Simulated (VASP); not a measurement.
Set up this calculation in VASP 6.6.1, as the native input.

```
Task                   : single point
Functional             : PBE
Potentials or basis    : VASP PAW PBE potentials, release 64 (Mg)
Cutoff                 : 520 eV
k mesh                 : 1 × 1 × 13
Occupations            : gaussian, width 0.05 eV
Spin                   : collinear spin, ferromagnetic start
Starting moments       : [0.5, 0.5] μB
Dipole correction      : no
Further INCAR settings : ALGO = Normal; EDIFF = 1e-07; NBANDS = 13
```

The structure of Mg lies in POSCAR:

```
Mg
1.0
   10.3000000000      0.0000000000      0.0000000000
    0.0000000000      9.3000000000      0.0000000000
    0.0000000000      0.0000000000      6.1543415439
Mg
2
Direct
    0.5000848654      0.5000000000      0.0000000000
    0.4999151346      0.5000000000      0.5000000000
```

One way to write it, as run:

INCAR

```
SYSTEM = Mg
  PREC = Accurate
  ENCUT = 520
  EDIFF = 1E-7
  ISMEAR = 0
  SIGMA = 0.05
  LREAL = .False.
  LASPH = .True.
  NELM = 150
  ALGO = Normal
  ISIF = 2
  LWAVE = .False.
  LCHARG = .True.
  ISPIN = 2
  MAGMOM = 0.5 0.5
  LORBIT = 11
  GGA = PE
  LELF = .True.
  LVHAR = .True.
  NBANDS = 13
```

KPOINTS

```
Automatic mesh
0
Gamma
  1 1 13
  0 0 0
```

Potentials or basis: VASP PAW PBE potentials, release 64 (Mg).

Command:

```console
$ cat potpaw_PBE.64/Mg/POTCAR > POTCAR
$ mpirun -np 1 vasp_std > vasp.out
```

It gave:

```json
{
 "Band gap on the k mesh": "0.20 eV",
 "Net moment": "0.00 μB per cell",
 "Valence electrons inside the program's atomic spheres": "Mg 0.34"
}
```

It took 2 min on 1 thread of Intel(R) Xeon(R) 6975P-C (Granite Rapids) (shared host), peak memory 0.74 GiB.
